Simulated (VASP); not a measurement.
A run of VASP 6.6.1:

File POSCAR:

```
TiC
1.0
    0.0000000000      2.1364487848      2.1364487848
    2.1364487848      0.0000000000      2.1364487848
    2.1364487848      2.1364487848      0.0000000000
Ti C
1 1
Direct
    0.0000000000      0.0000000000      0.0000000000
    0.5000000000      0.5000000000      0.5000000000
```

Contents of INCAR.step1:

```
SYSTEM = TiC
  ALGO = Normal
  EDIFF = 1E-5
  ENCUT = 520
  GGA = PE
  ISIF = 2
  ISMEAR = -1
  LASPH = .True.
  LCHARG = .False.
  LREAL = .False.
  LWAVE = .True.
  NBANDS = 15
  NELM = 60
  PREC = Accurate
  SIGMA = 0.05
```

The input INCAR.step2:

```
SYSTEM = TiC
  AEXX = 0.25
  ALGO = Normal
  EDIFF = 1E-6
  ENCUT = 520
  GGA = PE
  ISIF = 2
  ISMEAR = -1
  ISTART = 1
  LASPH = .True.
  LCHARG = .False.
  LHFCALC = .True.
  LREAL = .False.
  LWAVE = .False.
  NBANDS = 15
  NELM = 60
  PREC = Accurate
  PRECFOCK = Normal
  SIGMA = 0.05
```

File KPOINTS:

```
k-points
0
Gamma
  6 6 6
  0 0 0
```

Potentials or basis: VASP PAW PBE potentials, release 64 (Ti_sv, C).

The run is started by

```sh
$ cat potpaw_PBE.64/Ti_sv/POTCAR potpaw_PBE.64/C/POTCAR > POTCAR
$ cp INCAR.step1 INCAR
$ mpirun -np 1 vasp_std > vasp.out
$ cp INCAR.step2 INCAR
$ mpirun -np 1 vasp_std > vasp.out
```

Hardware: 1 thread of Oxide Virtual Turin-like Processor, with other jobs on the host.

Task: How long does it take, and how much memory?

Result: Run time: 24 min on 1 thread of Oxide Virtual Turin-like Processor (shared host), peak memory 0.12 GiB. Counts: k points 16.
